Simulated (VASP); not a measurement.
# AlGaN2 (P-4m2) in VASP: notebook

The runs below take AlGaN2 through single point, with r2SCAN.

Everything below comes from runs of VASP 6.6.1. Logs are shortened: lines on timing, memory, paths and dates and some standing lists are left out, and cuts for length are marked.

## (1) The cell of the first run

Symmetry: P-4m2, No. 115, tetragonal system. The conventional cell has a = 3.138 Å, b = 3.138 Å, c = 4.423 Å, α = 90.00°, β = 90.00°, γ = 90.00°. Al (site symmetry -4m2) has 4 N at 1.89 Å within 2.5 Å. Ga (site symmetry -4m2) has 4 N at 1.95 Å within 2.6 Å. Within 2.5 Å of N (site symmetry 2mm) lie 2 Al at 1.89 Å and 2 Ga at 1.95 Å.

## (2) Single point, r2SCAN

File POSCAR:

```
AlGaN2
1.0
    3.1384692830      0.0000000000      0.0000000000
    0.0000000000      3.1384692830      0.0000000000
    0.0000000000      0.0000000000      4.4227212057
Al Ga N
1 1 2
Direct
    0.5000000000      0.5000000000      0.5000000000
    0.0000000000      0.0000000000      0.0000000000
    0.5000000000      0.0000000000      0.7390927671
    0.0000000000      0.5000000000      0.2609072329
```

File INCAR.step1:

```
PREC = Accurate
ENCUT = 520
ISMEAR = 0
SIGMA = 0.01
LREAL = F
LASPH = T
NELM = 60
NBANDS = 21
GGA = PE
ALGO = Normal
EDIFF = 1E-4
LWAVE = T
LCHARG = F
```

File INCAR.step2:

```
PREC = Accurate
ENCUT = 520
EDIFF = 1E-6
ISMEAR = 0
SIGMA = 0.01
LREAL = F
LASPH = T
NELM = 60
ALGO = Normal
ISIF = 2
LWAVE = F
LCHARG = F
METAGGA = R2SCAN
LMIXTAU = T
NBANDS = 21
ISTART = 1
```

File KPOINTS:

```
regular mesh
0
Gamma
  4 4 4
```

Potentials or basis: VASP PAW PBE potentials, release 64 (Al, Ga_d, N).

Run with:

```
$ cat potpaw_PBE.64/Al/POTCAR potpaw_PBE.64/Ga_d/POTCAR potpaw_PBE.64/N/POTCAR > POTCAR
$ cp INCAR.step1 INCAR
$ mpirun -np 1 vasp_std > vasp.out
$ cp INCAR.step2 INCAR
$ mpirun -np 1 vasp_std > vasp.out
```

OUTCAR:

```text
PREC = Accurate
   ENCUT = 520
   EDIFF = 1E-6
   ISMEAR = 0
   LREAL = F
   LASPH = T
   NELM = 60
   ISIF = 2
   METAGGA = R2SCAN
   ISTART = 1

 ion  position               nearest neighbor table
   1  0.500  0.500  0.500-   3 1.89   4 1.89   3 1.89   4 1.89   2 3.13   2 3.13   2 3.13   2 3.13
                             2 3.13   2 3.13   2 3.13   2 3.13
   2  0.000  0.000  0.000-   3 1.95   4 1.95   4 1.95   3 1.95   1 3.13   1 3.13   1 3.13   1 3.13
                             1 3.13   1 3.13   1 3.13   1 3.13
   3  0.500  0.000  0.739-   1 1.89   1 1.89   2 1.95   2 1.95
   4  0.000  0.500  0.261-   1 1.89   1 1.89   2 1.95   2 1.95

  LATTYP: Found a simple tetragonal cell.
 ALAT       =     3.1384692830
 C/A-ratio  =     1.4091969068

  Lattice vectors:

 A1 = (   3.1384692830,   0.0000000000,   0.0000000000)
 A2 = (   0.0000000000,   3.1384692830,   0.0000000000)
 A3 = (   0.0000000000,   0.0000000000,   4.4227212057)

Analysis of symmetry for initial positions (statically):
=====================================================================
 Subroutine PRICEL returns:
 Original cell was already a primitive cell.

 Routine SETGRP: Setting up the symmetry group for a
 simple tetragonal supercell.

 Subroutine GETGRP returns: Found  8 space group operations
 (whereof  8 operations were pure point group operations)
 out of a pool of 16 trial point group operations.

The static configuration has the point symmetry D_2d.

Analysis of symmetry for dynamics (positions and initial velocities):
=====================================================================
 Subroutine PRICEL returns:
 Original cell was already a primitive cell.

 Routine SETGRP: Setting up the symmetry group for a
 simple tetragonal supercell.

 Subroutine GETGRP returns: Found  8 space group operations
 (whereof  8 operations were pure point group operations)
 out of a pool of 16 trial point group operations.

The dynamic configuration has the point symmetry D_2d.

 Subroutine INISYM returns: Found  8 space group operations
 (whereof  8 operations are pure point group operations),
 and found     1 'primitive' translations

----------------------------------------------------------------------------------------

                                     Primitive cell

  volume of cell :      43.5638

  direct lattice vectors                    reciprocal lattice vectors
     3.138469283  0.000000000  0.000000000     0.318626665  0.000000000  0.000000000
     0.000000000  3.138469283  0.000000000     0.000000000  0.318626665  0.000000000
     0.000000000  0.000000000  4.422721206     0.000000000  0.000000000  0.226105141

  length of vectors
     3.138469283  3.138469283  4.422721206     0.318626665  0.318626665  0.226105141

  position of ions in fractional coordinates (direct lattice)
     0.500000000  0.500000000  0.500000000
     0.000000000  0.000000000  0.000000000
     0.500000000  0.000000000  0.739092767
     0.000000000  0.500000000  0.260907233

  ion indices of the primitive-cell ions
   primitive index   ion index
                 1           1
                 2           2
                 3           3
                 4           4

----------------------------------------------------------------------------------------

 KPOINTS: regular mesh

Automatic generation of k-mesh.
 Grid dimensions read from file:
 generate k-points for:    4    4    4

 Generating k-lattice:

  Cartesian coordinates                     Fractional coordinates (reciprocal lattice)
     0.079656666  0.000000000  0.000000000     0.250000000  0.000000000  0.000000000
     0.000000000  0.079656666  0.000000000     0.000000000  0.250000000  0.000000000
     0.000000000  0.000000000  0.056526285     0.000000000  0.000000000  0.250000000

  Length of vectors
     0.079656666  0.079656666  0.056526285

  Shift w.r.t. Gamma in fractional coordinates (k-lattice)
     0.000000000  0.000000000  0.000000000

 Subroutine IBZKPT returns following result:
 ===========================================

 Found     18 irreducible k-points:

 Following reciprocal coordinates:
            Coordinates               Weight
  0.000000  0.000000  0.000000      1.000000
  0.250000  0.000000  0.000000      4.000000
  0.500000  0.000000  0.000000      2.000000
  0.250000  0.250000  0.000000      4.000000
  0.500000  0.250000  0.000000      4.000000
  0.500000  0.500000  0.000000      1.000000
[... 10 lines left out ...]
  0.500000  0.250000  0.500000      4.000000
  0.500000  0.500000  0.500000      1.000000
   k-points           NKPTS =     18   k-points in BZ     NKDIM =     18   number of bands    NBANDS=     21
   number of dos      NEDOS =    301   number of ions     NIONS =      4
   total plane-waves  NPLWV =  20736
   dimension x,y,z NGX =    24 NGY =   24 NGZ =   36
   dimension x,y,z NGXF=    48 NGYF=   48 NGZF=   72
   ions per type =               1   1   2
   NGX,Y,Z   is equivalent  to a cutoff of  12.71, 12.71, 13.53 a.u.
   NGXF,Y,Z  is equivalent  to a cutoff of  25.43, 25.43, 27.06 a.u.
 SYSTEM =  unknown system
   PREC   = accura    normal or accurate (medium, high low for compatibility)
   ISTART =      1    job   : 0-new  1-cont  2-samecut
   ICHARG =      0    charge: 1-file 2-atom 10-const
   ISPIN  =      1    spin polarized calculation?
   LNONCOLLINEAR =      F non collinear calculations
   LSORBIT =      F    spin-orbit coupling
   LASPH  =      T    aspherical Exc in radial PAW
   ENCUT  =  520.0 eV  38.22 Ry    6.18 a.u.   5.84  5.84  8.22*2*pi/ulx,y,z
   NELM   =     60;   NELMIN=  2; NELMDL=  0     # of ELM steps
   EDIFF  = 0.1E-05   stopping-criterion for ELM
   LREAL  =      F    real-space projection
   EDIFFG = 0.1E-04   stopping-criterion for IOM
   NSW    =      0    number of steps for IOM
   IBRION =     -1    ionic relax: 0-MD 1-quasi-New 2-CG
   NFREE  =      0    steps in history (QN), initial steepest desc. (CG)
   ISIF   =      2    stress and relaxation
   ISYM   =      2    0-nonsym 1-usesym 2-fastsym
   POTIM  = 0.5000    time-step for ionic-motion
   TEBEG  =    0.0;   TEEND  =   0.0 temperature during run
   PSTRESS=    0.0 pullay stress
   NELECT =      26.0000    total number of electrons
   NUPDOWN=      -1.0000    fix difference up-down
   EMIN   =  10.00;   EMAX   =-10.00  energy-range for DOS
   EFERMI =   0.00;   METHOD = LEGACY
   ISMEAR =     0;   SIGMA  =   0.01  broadening in eV -4-tet -1-fermi 0-gaus
   EFERMI_NEDOS =   21; number of points for ismear=-14 and -15
   IALGO  =     38    algorithm
   IMIX   =      4    mixing-type and parameters
     AMIX     =   0.40;   BMIX     =  1.00
     AMIX_MAG =   1.60;   BMIX_MAG =  1.00
  volume/ion in A,a.u.               =      10.89        73.50
  Fermi-wavevector in a.u.,A,eV,Ry     =   1.378344  2.604692 25.848772  1.899831
  Thomas-Fermi vector in A             =   2.503414
   LORBIT       =      0    0 simple, 1 ext, 2 COOP (PROOUT), +10 PAW based schemes
   METAGGA = R2SCAN    functional components
   LHFCALC =     F    Hartree Fock is set to
   AEXX    =    0.0000 exact exchange contribution
   IVDW    =     0    specifies the selected vdW correction
   LEPSILON=     F    determine dielectric tensor
   LRPA    =     F    only Hartree local field effects (RPA)
 non-spin polarized calculation
 Gauss-broadening in eV      SIGMA  =   0.01
  energy-cutoff  :      520.00
  volume of cell :       43.56
 maximum number of plane-waves:      1208
 NGX is ok and might be reduce to    24
   NGX = 11   NGY = 11   NGZ = 17

 number of electron      25.9999981 magnetization

 Free energy of the ion-electron system (eV)
  ---------------------------------------------------
  ext. energy  EPLUGINS =         0.00000000
  ---------------------------------------------------
  free energy    TOTEN  =       -41.04588352 eV

  energy without entropy =      -41.04588352  energy(sigma->0) =      -41.04588352

 E-fermi :   5.4661     XC(G=0): -12.0741

 val. band max:        5.4108378363   @ k =   0.0000   0.0000   0.0000
 cond. band min:       8.7838808395   @ k =   0.0000   0.0000   0.0000
 fundamental gap:      3.3730430032
 Fermi energy:         5.4661344132

 k-point     1 :       0.0000    0.0000    0.0000
  band No.  band energies     occupation
      1     -10.8911      2.00000
      2      -9.2969      2.00000
      3      -7.9272      2.00000
      4      -7.9272      2.00000
      5      -7.8561      2.00000
      6      -7.6974      2.00000
[... 13 lines left out ...]
     20      19.2108      0.00000
     21      21.4674      0.00000

 k-point     2 :       0.2500    0.0000    0.0000
  band No.  band energies     occupation
      1     -10.3985      2.00000
      2      -9.3193      2.00000
      3      -7.9177      2.00000
      4      -7.9156      2.00000
      5      -7.7610      2.00000
      6      -7.7362      2.00000
[... 13 lines left out ...]
     20      18.4241      0.00000
     21      19.8223      0.00000

 k-point     3 :       0.5000    0.0000    0.0000
  band No.  band energies     occupation
      1      -9.6496      2.00000
      2      -9.5200      2.00000
      3      -7.9079      2.00000
      4      -7.8449      2.00000
      5      -7.7747      2.00000
      6      -7.3177      2.00000
[... 13 lines left out ...]
     20      18.1864      0.00000
     21      18.2686      0.00000
[... 313 lines left out ...]
 k-point    17 :       0.5000    0.2500    0.5000
  band No.  band energies     occupation
      1      -9.4983      2.00000
      2      -9.3518      2.00000
      3      -7.8721      2.00000
      4      -7.8413      2.00000
      5      -7.7407      2.00000
      6      -6.9765      2.00000
[... 13 lines left out ...]
     20      18.1816      0.00000
     21      18.7349      0.00000

 k-point    18 :       0.5000    0.5000    0.5000
  band No.  band energies     occupation
      1      -9.3122      2.00000
      2      -9.3122      2.00000
      3      -7.9036      2.00000
      4      -7.7569      2.00000
      5      -7.7182      2.00000
      6      -6.5463      2.00000
[... 13 lines left out ...]
     20      17.8789      0.00000
     21      18.1814      0.00000

------------------------ aborting loop because EDIFF is reached ----------------------------------------

  FORCE on cell =-STRESS in cart. coord.  units (eV):
  Direction    XX          YY          ZZ          XY          YZ          ZX
  --------------------------------------------------------------------------------------
  -------------------------------------------------------------------------------------
  Total        0.1235450      0.1235450      0.0079929      0.0000000      0.0000000      0.0000000
  in kB        4.5437075      4.5437075      0.2939600      0.0000000      0.0000000      0.0000000
  external PRESSURE =       3.1271250 kB  Pullay stress =       0.0000000 kB

 VOLUME and BASIS-vectors are now :
 -----------------------------------------------------------------------------
  energy-cutoff  :      520.00
  volume of cell :       43.56
      direct lattice vectors                 reciprocal lattice vectors
     3.138469283  0.000000000  0.000000000     0.318626665  0.000000000  0.000000000
     0.000000000  3.138469283  0.000000000     0.000000000  0.318626665  0.000000000
     0.000000000  0.000000000  4.422721206     0.000000000  0.000000000  0.226105141

 POSITION                                       TOTAL-FORCE (eV/Angst)
 -----------------------------------------------------------------------------------
      1.56923      1.56923      2.21136        -0.000000      0.000000      0.000000
      0.00000      0.00000      0.00000         0.000000     -0.000000      0.000000
      1.56923      0.00000      3.26880         0.000000     -0.000000     -0.107416
      0.00000      1.56923      1.15392         0.000000     -0.000000      0.107416
 -----------------------------------------------------------------------------------
    total drift:                                0.000000      0.000000      0.000000

  FREE ENERGIE OF THE ION-ELECTRON SYSTEM (eV)
  ---------------------------------------------------
  free  energy   TOTEN  =       -41.0458835159 eV

  energy  without entropy=      -41.0458835159  energy(sigma->0) =      -41.04588352
```

Wall time 26 s (1 thread of Intel Xeon 6975P-C (Granite Rapids), shared host); peak memory 0.17 GiB.

What came out:

| Property | Result |
| --- | --- |
| Free energy | -41.0459 eV |
| Pressure | 0.3 GPa |
| Largest force | 0.107 eV/Å |
| Band gap on the k mesh | 3.37 eV, direct |

Forces in eV/Å, atoms in the order of the input:
```
Al   0.000  0.000  0.000
Ga   0.000  0.000  0.000
N    0.000  0.000 -0.107
N    0.000  0.000  0.107
```

Stress tensor (GPa, compression positive):
```
0.45 0.00 0.00
0.00 0.45 0.00
0.00 0.00 0.03
```

Caveat: the k points lie up to 0.50 Å⁻¹ apart; the PAW data sets were made with another functional, which shifts forces and pressure a little. A k mesh can miss the band edges.

(Part 1 of 2 ends here.)
